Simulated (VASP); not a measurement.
# PdF (CsCl type) (Pm-3m) in VASP: a series of runs, part 2 of 2

VASP 6.6.1. Earlier steps stand in the parts before.

## (4) Single point, PBEsol+U

File INCAR:

```
PREC = Accurate
ENCUT = 520
EDIFF = 1E-6
ISMEAR = -1
SIGMA = 0.05
LREAL = F
LASPH = T
NELM = 150
ALGO = Normal
ISIF = 2
LWAVE = F
LCHARG = F
LMAXMIX = 4
LDAU = T
LDAUTYPE = 2
LDAUL = 2 -1
LDAUU = 3 0
LDAUJ = 0 0
LDAUPRINT = 1
GGA = PS
NBANDS = 16
```

File KPOINTS:

```
Automatic mesh
0
Gamma
  14 14 14
```

File POSCAR:

```
PdF
1.0
    2.5415656476      0.0000000000      0.0000000000
    0.0000000000      2.5415656476      0.0000000000
    0.0000000000      0.0000000000      2.5415656476
Pd F
1 1
Direct
    0.0000000000      0.0000000000      0.0000000000
    0.5000000000      0.5000000000      0.5000000000
```

Potentials or basis: VASP PAW PBE potentials, release 64 (Pd, F).

Run with:

```bash
$ cat potpaw_PBE.64/Pd/POTCAR potpaw_PBE.64/F/POTCAR > POTCAR
$ mpirun -np 1 vasp_std > vasp.out
```

OUTCAR:

```text
PREC = Accurate
   ENCUT = 520
   EDIFF = 1E-6
   ISMEAR = -1
   LREAL = F
   LASPH = T
   NELM = 150
   ISIF = 2
   GGA = PS

 ion  position               nearest neighbor table
   1  0.000  0.000  0.000-   2 2.20   2 2.20   2 2.20   2 2.20   2 2.20   2 2.20   2 2.20   2 2.20

   2  0.500  0.500  0.500-   1 2.20   1 2.20   1 2.20   1 2.20   1 2.20   1 2.20   1 2.20   1 2.20

  LATTYP: Found a simple cubic cell.
 ALAT       =     2.5415656476

  Lattice vectors:

 A1 = (   2.5415656476,   0.0000000000,   0.0000000000)
 A2 = (   0.0000000000,   2.5415656476,   0.0000000000)
 A3 = (   0.0000000000,   0.0000000000,   2.5415656476)

Analysis of symmetry for initial positions (statically):
=====================================================================
 Subroutine PRICEL returns:
 Original cell was already a primitive cell.

 Routine SETGRP: Setting up the symmetry group for a
 simple cubic supercell.

 Subroutine GETGRP returns: Found 48 space group operations
 (whereof 48 operations were pure point group operations)
 out of a pool of 48 trial point group operations.

The static configuration has the point symmetry O_h .

Analysis of symmetry for dynamics (positions and initial velocities):
=====================================================================
 Subroutine PRICEL returns:
 Original cell was already a primitive cell.

[... 172 lines left out ...]
  o =  0.8509  v =  0.0000  0.0000  0.0000  0.0000  0.0000  0.0000  0.0000 -0.8356 -0.0000 -0.5493      0.0000  0.0000  0.0000  0.0000  0.0000  0.0000  0.0000  0.0000  0.0000  0.0000
  o =  0.8509  v =  0.0000  0.0000 -0.5493 -0.0000  0.8356  0.0000  0.0000  0.0000  0.0000  0.0000      0.0000  0.0000  0.0000  0.0000  0.0000  0.0000  0.0000  0.0000  0.0000  0.0000
  o =  0.8509  v =  0.0000  0.0000  0.0000  0.0000  0.0000  0.0000  0.0000 -0.5493 -0.0000  0.8356      0.0000  0.0000  0.0000  0.0000  0.0000  0.0000  0.0000  0.0000  0.0000  0.0000
  o =  0.9768  v =  0.0000  0.0000  0.0000  0.0000  0.0000  0.0000  0.9969  0.0000  0.0782 -0.0000      0.0000  0.0000  0.0000  0.0000  0.0000  0.0000  0.0000  0.0000  0.0000  0.0000
  o =  0.9768  v =  0.0000  0.9969  0.0000  0.0782 -0.0000  0.0000  0.0000  0.0000  0.0000  0.0000      0.0000  0.0000  0.0000  0.0000  0.0000  0.0000  0.0000  0.0000  0.0000  0.0000
  o =  0.9768  v =  0.0000  0.0000  0.0000  0.0000  0.0000  0.0000  0.0782  0.0000 -0.9969  0.0000      0.0000  0.0000  0.0000  0.0000  0.0000  0.0000  0.0000  0.0000  0.0000  0.0000
  o =  0.9768  v =  0.0000  0.0782  0.0000 -0.9969  0.0000  0.0000  0.0000  0.0000  0.0000  0.0000      0.0000  0.0000  0.0000  0.0000  0.0000  0.0000  0.0000  0.0000  0.0000  0.0000
  o =  0.9768  v =  0.0000  0.0000  0.0000  0.0000  0.0000  1.0000  0.0000  0.0000  0.0000  0.0000      0.0000  0.0000  0.0000  0.0000  0.0000  0.0000  0.0000  0.0000  0.0000  0.0000
  o =  0.9768  v =  1.0000  0.0000  0.0000  0.0000  0.0000  0.0000  0.0000  0.0000  0.0000  0.0000      0.0000  0.0000  0.0000  0.0000  0.0000  0.0000  0.0000  0.0000  0.0000  0.0000

 number of electron      17.0000010 magnetization

 Free energy of the ion-electron system (eV)
  ---------------------------------------------------
  ext. energy  EPLUGINS =         0.00000000
  ---------------------------------------------------
  free energy    TOTEN  =        -4.91990038 eV

  energy without entropy =       -4.90076688  energy(sigma->0) =       -4.91033363

 E-fermi :  11.8730     XC(G=0): -14.8695

 val. band max:       11.8587102143   @ k =   0.4286   0.2857   0.2143
 cond. band min:      11.8737616818   @ k =   0.4286   0.4286   0.2857
 fundamental gap:      0.0150514675
 Fermi energy:        11.8729643751

 k-point     1 :       0.0000    0.0000    0.0000
  band No.  band energies     occupation
      1     -14.2095      2.00000
      2       5.8081      2.00000
      3       5.8081      2.00000
      4       6.1799      2.00000
      5       6.1799      2.00000
      6       6.1799      2.00000
[... 433 lines left out ...]
      3       4.3005      2.00000
      4       5.3742      2.00000
      5       7.2386      2.00000
      6      10.1310      2.00000
[... 8 lines left out ...]
     15      38.9787      0.00000
     16      39.4999      0.00000

 [... further k-points ...]
[... 5 lines left out ...]
  --------------------------------------------------------------------------------------
  -------------------------------------------------------------------------------------
  Total       11.2094325     11.2094325     11.2094325     -0.0000000     -0.0000000     -0.0000000
  in kB     1093.9317142   1093.9317142   1093.9317142     -0.0000000     -0.0000000     -0.0000000
  external PRESSURE =    1093.9317142 kB  Pullay stress =       0.0000000 kB

 VOLUME and BASIS-vectors are now :
 -----------------------------------------------------------------------------
  energy-cutoff  :      520.00
  volume of cell :       16.42
      direct lattice vectors                 reciprocal lattice vectors
     2.541565648  0.000000000  0.000000000     0.393458261  0.000000000  0.000000000
     0.000000000  2.541565648  0.000000000     0.000000000  0.393458261  0.000000000
     0.000000000  0.000000000  2.541565648     0.000000000  0.000000000  0.393458261

 POSITION                                       TOTAL-FORCE (eV/Angst)
 -----------------------------------------------------------------------------------
      0.00000      0.00000      0.00000         0.000000      0.000000      0.000000
      1.27078      1.27078      1.27078         0.000000      0.000000      0.000000
 -----------------------------------------------------------------------------------
    total drift:                                0.000000      0.000000      0.000000

  FREE ENERGIE OF THE ION-ELECTRON SYSTEM (eV)
  ---------------------------------------------------
  free  energy   TOTEN  =        -4.9199003790 eV

  energy  without entropy=       -4.9007668847  energy(sigma->0) =       -4.91033363
```

OSZICAR:

```text
N       E                     dE             d eps       ncg     rms          rms(c)
DAV:   1     0.947232433474E+02    0.94723E+02   -0.87457E+03  3880   0.105E+03
DAV:   2    -0.324178610204E+01   -0.97965E+02   -0.91278E+02  4496   0.262E+02
DAV:   3    -0.507177993020E+01   -0.18300E+01   -0.18217E+01  5048   0.370E+01
DAV:   4    -0.507747785424E+01   -0.56979E-02   -0.56977E-02  4824   0.218E+00
DAV:   5    -0.507751066581E+01   -0.32812E-04   -0.32808E-04  5272   0.162E-01    0.216E+01
DAV:   6    -0.490668530157E+01    0.17083E+00   -0.84836E-01  5016   0.131E+01    0.149E+01
DAV:   7    -0.490873662468E+01   -0.20513E-02   -0.22159E-01  4728   0.696E+00    0.833E+00
DAV:   8    -0.491994005487E+01   -0.11203E-01   -0.33352E-02  4496   0.225E+00    0.389E-01
DAV:   9    -0.491972032623E+01    0.21973E-03   -0.44107E-03  5472   0.688E-01    0.226E-01
DAV:  10    -0.491989945622E+01   -0.17913E-03   -0.35451E-04  4848   0.189E-01    0.157E-01
DAV:  11    -0.491989089390E+01    0.85623E-05   -0.37630E-05  5096   0.652E-02    0.902E-02
DAV:  12    -0.491989999930E+01   -0.91054E-05   -0.16405E-05  4624   0.546E-02    0.578E-03
DAV:  13    -0.491990037899E+01   -0.37969E-06   -0.13828E-06  4768   0.108E-02
   1 F= -.49199004E+01 E0= -.49103336E+01  d E =-.191335E-01
```

stdout:

```text
POSCAR found type information on POSCAR PdF
 POSCAR found :  2 types and       2 ions
 scaLAPACK will be used
 -----------------------------------------------------------------------------
|                                                                             |
|                                                                             |
|     You enforced a specific xc type in the INCAR file but a different       |
|     I HOPE YOU KNOW WHAT YOU ARE DOING!                                     |
|                                                                             |
 -----------------------------------------------------------------------------

 LDA part: xc-table for (Slater+PW92), standard interpolation
 POSCAR, INCAR and KPOINTS ok, starting setup
 FFT: planning ... GRIDC
 FFT: planning ... GRID_SOFT
 FFT: planning ... GRID
 WAVECAR not read
 entering main loop
```

Wall time 39 s (1 thread of Intel Xeon 8259CL, shared host); peak memory 0.15 GiB.

Results:

* Free energy: -4.9199 eV
* Pressure: 109.4 GPa

Eigenvalues of the final occupation matrices:
| site | spin | trace | eigenvalues |
| --- | --- | --- | --- |
| site 1 d | 1 | 4.63 | 0.85 0.85 0.98 0.98 0.98 |
| site 1 d | 2 | 4.63 | 0.85 0.85 0.98 0.98 0.98 |

Caveat: the PAW data sets were made with another functional, which shifts forces and pressure a little; an odd number of electrons without spin polarisation forces a metal; a magnetic or distorted state may lie lower; U without spin polarisation on a metal has little footing.
